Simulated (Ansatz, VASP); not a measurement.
Na2Pd: VASP beside Ansatz

```
Na Pd
1.0
     3.13081    0.00000    0.00000
    -1.56540    2.71136    0.00000
     0.00000    0.00000    8.07338
Na Pd
2 1
Direct
  0.33333 0.66667 0.71840
  0.66667 0.33333 0.28160
  0.00000 0.00000 0.00000
```

Alike in both runs: task relaxation of cell and atoms; functional PBE; k mesh 18 × 18 × 6; occupations gaussian, width 0.1 eV; no spin polarisation.

```csv
,VASP,Ansatz
version,VASP 6.6.1,Ansatz 0.2.0
potentials or method,"VASP PAW PBE potentials, release 64 (Na_pv, Pd), cutoff 600 eV","scalar-relativistic, plane waves, PAW"
valence electrons in the cell,24,36
```

```csv
,VASP,Ansatz,Ansatz less VASP
"gap on the k mesh at the Fermi level, each at its own relaxed structure (eV)",none,none,-
relaxed volume (Å³/atom),22.52,22.52,+0.005
relaxed cell length with the largest relative difference (Å),7.956,7.963,+0.0075
```

A gap of «none» marks a metal or a gap that the smearing closes. VASP's potentials hold 24 valence electrons a cell and Ansatz's 36, so a difference there can come from the potentials and not from the codes.
